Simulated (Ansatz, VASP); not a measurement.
## BN in VASP and in Ansatz

```
B N
1.0
     2.55394    0.00000    0.00000
    -1.27697    2.21178    0.00000
     0.00000    0.00000    4.22685
B N
2 2
Direct
  0.56494 0.12988 0.05296
  0.33333 0.66667 0.49972
  0.66667 0.33333 0.62528
  0.33333 0.66667 0.12528
```

Alike in both runs: task single point; functional PBE; k mesh 12 × 12 × 6; occupations gaussian, width 0.05 eV; no spin polarisation.

|  | VASP | Ansatz |
| --- | --- | --- |
| version | VASP 6.6.1 | Ansatz 0.2.0 |
| potentials or method | VASP PAW PBE potentials, release 64 (B, N), cutoff 520 eV | scalar-relativistic, plane waves, PAW |
| valence electrons in the cell | 16 | 16 |

|  | VASP | Ansatz | Ansatz less VASP |
| --- | --- | --- | --- |
| gap on the k mesh at the Fermi level (eV) | 2.95 | 2.96 | +0.015 |
| least direct gap on the mesh (eV) | 4.97 | 4.98 | +0.009 |
| rms of the force components (eV/Å) | 15.100 | 14.783 | -0.3168 |

Atom by atom the forces differ by 0.318 eV/Å (rms over components).
